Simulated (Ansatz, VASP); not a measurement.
Two plane-wave programs on Pb

```
CELL_PARAMETERS angstrom
0.00000 2.46691 2.46691
2.46691 0.00000 2.46691
2.46691 2.46691 0.00000
ATOMIC_POSITIONS crystal
Pb 0.00000 0.00000 0.00000
```

Alike in both runs: functional PBEsol; k mesh 14 × 14 × 14; occupations gaussian, width 0.1 eV; no spin polarisation.

Ansatz relaxed the structure, and its values are those at the end. VASP's run is a single point on that final structure, the one shown.

|  | VASP | Ansatz |
| --- | --- | --- |
| version | VASP 6.6.1 | Ansatz 0.2.0 |
| potentials or method | VASP PAW PBE potentials, release 64 (Pb_d), cutoff 520 eV | scalar-relativistic, plane waves, PAW |
| valence electrons in the cell | 14 | 14 |

|  | VASP | Ansatz | Ansatz less VASP |
| --- | --- | --- | --- |
| gap on the k mesh at the Fermi level (eV) | none | none | - |
| pressure (GPa) | -0.1 | 0.0 | +0.09 |

VASP's potentials were made for PBE, not for PBEsol. A gap of «none» marks a metal or a gap that the smearing closes. With one functional, cell and mesh, what is left measures potentials, basis and numerics.

Neither program's run includes spin-orbit coupling.
